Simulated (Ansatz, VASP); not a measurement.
## Two plane-wave programs on Ta2N

File INCAR:

```
SYSTEM = Ta2N
PREC = Accurate
ENCUT = 700
EDIFF = 1E-6
ISMEAR = 0
SIGMA = 0.15
LREAL = .FALSE.
LASPH = .TRUE.
NELM = 120
ALGO = Normal
ISIF = 2
LWAVE = .FALSE.
LCHARG = .FALSE.
GGA = CA
NBANDS = 22
GGA_COMPAT = .FALSE.
```

KPOINTS

```
Automatic mesh
0
G
  15 15 8
  0 0 0
```

POSCAR

```
Ta2N
1.0
    3.0618406011     -0.2143288420      0.0000000000
   -1.7165345226      2.7587961639      0.0000000000
    0.0000000000      0.0000000000      4.5636021781
Ta N
2 1
Direct
    0.6666666667      0.3333333333      0.7466885012
    0.3333333333      0.6666666667      0.2533114988
    0.0000000000      0.0000000000      0.0000000000
```

Input for Ansatz:

```yaml
crystal:
  lattice:
    - [3.0618406011, -0.214328842, 0.0]
    - [-1.7165345226, 2.7587961639, 0.0]
    - [0.0, 0.0, 4.5636021781]
  atoms:
    - { symbol: Ta, position: [0.6666666667, 0.3333333333, 0.7466885012] }
    - { symbol: Ta, position: [0.3333333333, 0.6666666667, 0.2533114988] }
    - { symbol: "N", position: [0.0, 0.0, 0.0] }
basis:
  ecutwfc: 520.0
kpoints:
  mp_grid: { grid: [15, 15, 8] }
hamiltonian:
  xc: lda
  pseudopotentials: { kind: paw, azcp: { folder: soft_1 } }
scf:
  occupations: { method: gaussian, width: 0.15 }
output:
  forces: true
  stress: true
  eigenvalues: true
```

Change from the starting cell: engineering shear strain xy -0.1400, normal strain along z -0.0467.

Alike in both runs: task single point; functional LDA; k mesh 15 × 15 × 8; occupations gaussian, width 0.15 eV; no spin polarisation.

|  | VASP | Ansatz |
| --- | --- | --- |
| version | VASP 6.6.1 | Ansatz 0.2.0 |
| potentials or method | VASP PAW LDA potentials, release 64 (Ta_sv_GW, N), cutoff 700 eV | scalar-relativistic, plane waves, PAW |
| valence electrons in the cell | 31 | 31 |

```csv
,VASP,Ansatz,Ansatz less VASP
gap on the k mesh at the Fermi level (eV),none,none,-
pressure (GPa),24.1,23.0,-1.12
"traceless stress, the component that is largest in VASP (GPa)",26.22,26.04,-0.176
rms of the force components (eV/Å),0.265,0.240,-0.0253
```

Ansatz warns that its potentials were made for another functional, while VASP's fit it. LDA's correlation is that of Perdew and Zunger in VASP and of Perdew and Wang (1992) in Ansatz. Atom by atom the forces differ by 0.026 eV/Å (rms over components). A gap of «none» marks a metal or a gap that the smearing closes.

Neither program's run includes spin-orbit coupling.
